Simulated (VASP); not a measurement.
Set up this calculation in VASP 6.6.1, as the native input.

| Quantity | Value |
| --- | --- |
| Task | single point |
| Functional | PBE |
| Potentials or basis | VASP PAW PBE potentials, release 64 (Hg) |
| Cutoff | 520 eV |
| k mesh | 18 × 18 × 18 |
| Occupations | fermi-dirac, width 0.0612256 eV |
| Spin | no spin polarisation |
| Dipole correction | no |
| Further INCAR settings | ALGO = Normal; EDIFF = 1e-06; NBANDS = 12 |

The structure of Hg lies in POSCAR:

```
Hg
1.0
    3.0678839796      0.0000000000      0.0000000000
    0.0000000000      3.0678839796      0.0000000000
    0.0000000000      0.0000000000      3.0678839796
Hg
1
Direct
    0.0000000000      0.0000000000      0.0000000000
```

One way to write it, as run:

INCAR

```
SYSTEM = Hg
PREC     = Accurate       ! precision mode
ENCUT    = 520            ! plane-wave cutoff, eV
EDIFF    = 1E-6           ! SCF threshold, eV
ISMEAR   = -1             ! smearing method
SIGMA    = 0.06122561905347299 ! smearing width, eV
LREAL    = .False.        ! projectors in reciprocal space
LASPH    = .True.         ! aspherical terms in the spheres
NELM     = 60             ! most SCF steps
ALGO     = Normal         ! electronic algorithm
ISIF     = 2              ! what is computed and relaxed
LWAVE    = .False.        ! write WAVECAR
LCHARG   = .True.         ! write CHGCAR
GGA      = PE             ! functional
LELF     = .True.         ! ELF
LVHAR    = .True.       
NBANDS   = 12             ! bands
```

KPOINTS

```
regular mesh
0
Gamma
  18 18 18
  0 0 0
```

Potentials or basis: VASP PAW PBE potentials, release 64 (Hg).

Launch:

```sh
$ cat potpaw_PBE.64/Hg/POTCAR > POTCAR
$ mpirun -np 1 vasp_std > vasp.out
```

Results of the run:

```json
{
  "Pressure": "0.7 GPa",
  "Band gap on the k mesh": "zero (band 6 reaches 5.45 eV, above the bottom of band 7 at 0.04 eV)"
}
```

Caveat: spin-orbit coupling is left out, which moves the levels of the heavy elements.

Run time: 22 s on 1 thread of AMD EPYC 9R45 96-Core Processor (Zen 5), on a shared host, peak memory 0.16 GiB.
